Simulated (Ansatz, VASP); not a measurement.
AlN in VASP and in Ansatz

```xyz
8
Lattice="-3.0886 0.0000 0.0000 -1.5443 -2.6748 0.0000 -0.3861 -0.6687 10.1872" Properties=species:S:1:pos:R:3 pbc="T T T"
Al   -1.5443   -0.8916    8.9430
Al   -1.5443   -0.8916    3.9995
Al   -3.0886   -1.7832    1.5277
Al   -3.0886   -1.7832    6.4713
N    -1.5443   -0.8916    0.9441
N    -1.5443   -0.8916    5.8877
N    -3.0886   -1.7832    3.4159
N    -3.0886   -1.7832    8.3595
```

Alike in both runs: task single point; functional LDA; k mesh 8 × 8 × 3; occupations gaussian, width 0.05 eV; no spin polarisation.

|  | VASP | Ansatz |
| --- | --- | --- |
| version | VASP 6.6.1 | Ansatz 0.2.0 |
| potentials or method | VASP PAW LDA potentials, release 64 (Al, N), cutoff 520 eV | scalar-relativistic, plane waves, PAW |
| valence electrons in the cell | 32 | 32 |

```csv
,VASP,Ansatz,Ansatz less VASP
gap on the k mesh at the Fermi level (eV),3.46,3.46,-0.005
least direct gap on the mesh (eV),3.47,3.46,-0.012
pressure (GPa),-3.2,-3.8,-0.59
"traceless stress, the component that is largest in VASP (GPa)",4.16,4.15,-0.015
rms of the force components (eV/Å),0.530,0.526,-0.0048
```

Ansatz warns that its potentials were made for another functional, while VASP's fit it. LDA's correlation is that of Perdew and Zunger in VASP and of Perdew and Wang (1992) in Ansatz. Atom by atom the forces differ by 0.008 eV/Å (rms over components).
